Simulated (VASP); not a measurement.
**Si: single point with PBE**

Si:

```
CELL_PARAMETERS angstrom
0.00000 2.73499 2.73499
2.73499 0.00000 2.73499
2.73499 2.73499 0.00000
ATOMIC_POSITIONS crystal
Si 0.00000 0.00000 0.00000
Si 0.25000 0.25000 0.25000
```

- Program: VASP 6.6.1
- Task: single point
- Functional: PBE
- Potentials or basis: VASP PAW PBE potentials, release 64 (Si)
- Cutoff: 500 eV
- k mesh: 10 × 10 × 10
- Occupations: gaussian, width 0.02 eV
- Spin: no spin polarisation

- Pressure: -0.1 GPa
- Band gap on the k mesh: 0.62 eV, indirect (least direct gap 2.56 eV)

Levels at points of the mesh, in eV from the valence-band top:
```tsv
k point	band 2	band 3	band 4	band 5	band 6	band 7
(0.00, 0.00, 0.00)	0.00	0.00	0.00	2.56	2.56	2.56
(0.50, 0.00, 0.00)	-6.87	-1.18	-1.18	1.46	3.35	3.35
(0.50, 0.50, 0.00)	-7.74	-2.79	-2.79	0.75	0.75	9.93
```

Wall time 13 s on 1 thread of Intel Xeon 6975P-C, with other jobs on the host, peak memory 0.15 GiB.

A k mesh can miss the band edges.
